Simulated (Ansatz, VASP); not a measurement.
## One calculation of InSe5, two programs

```
In Se
1.0
     6.22861    0.00000    0.00000
    -3.11430    5.39413    0.00000
     0.00000    0.00000    5.10364
In Se
1 5
Direct
  0.00000 0.00000 0.00000
  0.33333 0.66667 0.00000
  0.66667 0.33333 0.00000
  0.50000 0.00000 0.50000
  0.50000 0.50000 0.50000
  0.00000 0.50000 0.50000
```

Change from the starting cell: species swapped into the CeIr5 type (P6/mmm, No. 191).

Alike in both runs: task single point; functional PBE; k mesh 3 × 3 × 4; occupations gaussian, width 0.1 eV; no spin polarisation.

```csv
,VASP,Ansatz
version,VASP 6.6.1,Ansatz 0.2.0
potentials or method,"VASP PAW PBE potentials, release 64 (In_d, Se), cutoff 520 eV","scalar-relativistic, plane waves, PAW"
valence electrons in the cell,43,93
```

|  | VASP | Ansatz | Ansatz less VASP |
| --- | --- | --- | --- |
| gap on the k mesh at the Fermi level (eV) | none | none | - |
| pressure (GPa) | -5.4 | -5.4 | +0.01 |
| traceless stress, the component that is largest in VASP (GPa) | -5.95 | -5.95 | +0.001 |

A gap of «none» marks a metal or a gap that the smearing closes. With one functional, cell and mesh, what is left measures potentials, basis and numerics. VASP's potentials hold 43 valence electrons a cell and Ansatz's 93, so a difference there can come from the potentials and not from the codes.

The k mesh is coarse, so the values compare programs but aren't converged.
